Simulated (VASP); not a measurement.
Set up this calculation in VASP 6.6.1, as the native input.

* Task: single point
* Functional: LDA
* Potentials or basis: VASP PAW LDA potentials, release 64 (Sc_sv)
* Cutoff: 520 eV
* k mesh: 4 × 4 × 4
* Occupations: fermi-dirac, width 0.1 eV
* Spin: no spin polarisation
* Dipole correction: no
* Further INCAR settings: ALGO = Normal; EDIFF = 1e-06; NBANDS = 30

The structure of Sc lies in POSCAR:

```
Sc
1.0
    4.4819026173      0.0000000000      0.0000000000
    0.0000000000      4.4819026173      0.0000000000
    0.0000000000      0.0000000000      4.4819026173
Sc
4
Direct
    0.0000000000      0.0000000000      0.0000000000
    0.0000000000      0.5000000000      0.5000000000
    0.5000000000      0.0000000000      0.5000000000
    0.5000000000      0.5000000000      0.0000000000
```

These files were run (other wordings do the same):

INCAR

```
SYSTEM = Sc
  PREC = Accurate
  ENCUT = 520
  EDIFF = 1E-6
  ISMEAR = -1
  SIGMA = 0.1
  LREAL = .FALSE.
  LASPH = .TRUE.
  NELM = 100
  ALGO = Normal
  ISIF = 2
  LWAVE = .FALSE.
  LCHARG = .FALSE.
  GGA = CA
  NBANDS = 30
```

KPOINTS

```
Automatic mesh
0
G
  4 4 4
  0 0 0
```

Potentials or basis: VASP PAW LDA potentials, release 64 (Sc_sv).

Run with:

```bash
$ cat potpaw_LDA.64/Sc_sv/POTCAR > POTCAR
$ mpirun -np 1 vasp_std > vasp.out
```

It gave:

| Property | Result |
| --- | --- |
| Pressure | 0.0 GPa |
| Band gap on the k mesh | zero (band 22 reaches 4.59 eV, above the bottom of band 23 at 3.27 eV) |

Wall time 20 s on 1 thread of AMD EPYC 7R43 64-Core Processor (Zen 3), with other jobs on the host, peak memory 0.14 GiB.
